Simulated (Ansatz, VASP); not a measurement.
## Two plane-wave programs on CuI

File POSCAR:

```
CuI
1.0
    0.0000000000      2.8561104037      2.8561104037
    2.8561104037      0.0000000000      2.8561104037
    2.8561104037      2.8561104037      0.0000000000
Cu I
1 1
Direct
    0.0000000000      0.0000000000      0.0000000000
    0.5000000000      0.5000000000      0.5000000000
```

File INCAR.step1:

```
PREC = Accurate ; ENCUT = 520
EDIFF = 1E-5 ; ISMEAR = -1
SIGMA = 0.02 ; LREAL = F
LASPH = T ; NELM = 100
ALGO = Normal ; ISIF = 2
LWAVE = T ; LCHARG = F
GGA = PE ; NBANDS = 16
```

The input INCAR.step2:

```
PREC = Accurate ; ENCUT = 520
EDIFF = 1E-6 ; ISMEAR = -1
SIGMA = 0.02 ; LREAL = F
LASPH = T ; NELM = 100
ALGO = Normal ; ISIF = 2
LWAVE = F ; LCHARG = F
GGA = PE ; LHFCALC = T
AEXX = 0.1 ; HFSCREEN = 0.5
PRECFOCK = Normal ; ISTART = 1
NBANDS = 16
```

KPOINTS

```
Automatic mesh
0
Gamma
  4 4 4
```

Input for Ansatz:

```yaml
crystal:
  lattice:
    - [0.0, 2.8561104037, 2.8561104037]
    - [2.8561104037, 0.0, 2.8561104037]
    - [2.8561104037, 2.8561104037, 0.0]
  atoms:
    - { symbol: Cu, position: [0.0, 0.0, 0.0] }
    - { symbol: I, position: [0.5, 0.5, 0.5] }
kpoints:
  mp_grid: { grid: [4, 4, 4] }
hamiltonian:
  xc: { exchange: pbe, correlation: pbe, exx: { coeff: 0.1, omega: 0.5 } }
scf:
  occupations: { method: fermi_dirac, width: 0.02 }
  n_extra_bands: 4
output:
  forces: true
  stress: true
  eigenvalues: true
```

Alike in both runs: task single point; functional PBE-based screened hybrid; k mesh 4 × 4 × 4; occupations fermi-dirac, width 0.02 eV; no spin polarisation.

|  | VASP | Ansatz |
| --- | --- | --- |
| version | VASP 6.6.1 | Ansatz 0.2.0 |
| potentials or method | VASP PAW PBE potentials, release 64 (Cu, I) | plane waves |
| plane-wave cutoff (eV) | 520 | 420 |
| valence electrons in the cell | 18 | 36 |

VASP gave:

* pressure (GPa): 0.9

What did Ansatz give for the same quantities?

Pressure (GPa): 1.0.

VASP's potentials were made for PBE, not for PBE-based screened hybrid. VASP's potentials hold 18 valence electrons a cell and Ansatz's 36, so a difference there can come from the potentials and not from the codes. Ansatz's warnings: filled band counts differ across k points, stress exchange threshold loose, stress scf threshold loose.

The k mesh is coarse, so the values compare programs but aren't converged. Neither program's run includes spin-orbit coupling.
